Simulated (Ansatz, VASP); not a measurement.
# One calculation of Ti, two programs

```
Ti
1.0
     2.95000    0.00000    0.00000
    -1.47500    2.55477    0.00000
     0.00000    0.00000    4.68000
Ti
2
Direct
  0.33333 0.66667 0.25000
  0.66667 0.33333 0.75000
```

Alike in both runs: task relaxation of cell and atoms; functional r2SCAN; k mesh 12 × 12 × 8; occupations fermi-dirac, width 0.1 eV; no spin polarisation.

|  | VASP | Ansatz |
| --- | --- | --- |
| version | VASP 6.6.1 | Ansatz 0.2.0 |
| potentials or method | VASP PAW PBE potentials, release 64 (Ti_sv) | PAW with Ansatz's default frozen-core files, scalar-relativistic |
| plane-wave cutoff (eV) | 600 | 500 |
| valence electrons in the cell | 24 | 24 |

```csv
,VASP,Ansatz,Ansatz less VASP
relaxed volume (Å³/atom),17.38,17.32,-0.060
relaxed length of the cell vector where the two differ most in proportion (Å),2.939,2.936,-0.0035
```

VASP's potentials were made for PBE, not for r2SCAN.
